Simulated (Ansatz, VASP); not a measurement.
**Two plane-wave programs on Ge**

```xyz
8
Lattice="4.0659 0.0000 0.0000 -2.0329 3.5211 0.0000 0.0000 0.0000 13.3363" Properties=species:S:1:pos:R:3 pbc="T T T"
Ge    0.0000    0.0000    5.4249
Ge    0.0000    0.0000    7.9115
Ge    0.0000    0.0000   12.0931
Ge    0.0000    0.0000    1.2433
Ge    0.0000    2.3474    4.5904
Ge    2.0329    1.1737    8.7459
Ge    2.0329    1.1737   11.2586
Ge    0.0000    2.3474    2.0778
```

Alike in both runs: functional PBE; k mesh 12 × 12 × 4; occupations gaussian, width 0.1 eV; no spin polarisation.

Ansatz relaxed the structure, and its values are those at the end. VASP's run is a single point on that final structure, the one shown.

```csv
,VASP,Ansatz
version,VASP 6.6.1,Ansatz 0.2.0
potentials or method,"VASP PAW PBE potentials, release 64 (Ge_d), cutoff 520 eV","scalar-relativistic, plane waves, PAW"
valence electrons in the cell,112,112
```

|  | VASP | Ansatz | Ansatz less VASP |
| --- | --- | --- | --- |
| gap on the k mesh at the Fermi level (eV) | none | none | - |
| pressure (GPa) | 0.0 | 0.0 | +0.02 |

A gap of «none» marks a metal or a gap that the smearing closes.
